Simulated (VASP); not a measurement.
Write the native input for VASP 6.6.1 that does the following.

* Task: relaxation of cell and atoms
* Functional: LDA
* Potentials or basis: VASP PAW LDA potentials, release 64 (As)
* Cutoff: 600 eV
* k mesh: 15 × 15 × 15
* Occupations: fermi-dirac, width 0.08 eV
* Spin: no spin polarisation
* Dipole correction: no
* Further INCAR settings: ALGO = Normal; EDIFF = 1e-07; IBRION = 2; EDIFFG = -0.005; NSW = 60; ISIF = 3

The structure of As lies in POSCAR:

```
As
1.0
    2.7377415812      0.0000000000      0.0000000000
    0.0000000000      2.7377415812      0.0000000000
    0.0000000000      0.0000000000      2.7377415812
As
1
Direct
    0.0000000000      0.0000000000      0.0000000000
```

These files were run (other wordings do the same):

INCAR

```
  ALGO = Normal
  EDIFF = 1E-7
  EDIFFG = -0.005
  ENCUT = 600
  GGA = CA
  IBRION = 2
  ISIF = 3
  ISMEAR = -1
  LASPH = T
  LCHARG = F
  LREAL = F
  LWAVE = F
  NELM = 100
  NSW = 60
  PREC = Accurate
  SIGMA = 0.08
```

KPOINTS

```
k-points
0
Gamma
  15 15 15
```

Potentials or basis: VASP PAW LDA potentials, release 64 (As).

The run is started by

```sh
$ cat potpaw_LDA.64/As/POTCAR > POTCAR
$ mpirun -np 1 vasp_std > vasp.out
```

It gave:

```json
{
  "Relaxed volume": "19.16 Å³/atom",
  "Relaxed cell": "a = 2.676 Å, b = 2.676 Å, c = 2.676 Å, α = 90.00°, β = 90.00°, γ = 90.00°",
  "Space group after relaxing (to 0.05 Å)": "Pm-3m (No. 221)",
  "Energy gained by relaxing": "24.9 meV/atom",
  "Ionic steps": "3",
  "Pressure after relaxing": "0.0 GPa"
}
```

Wall time 17 s on 1 thread of Intel(R) Xeon(R) Platinum 8488C (Sapphire Rapids), on a shared host, peak memory 0.14 GiB.
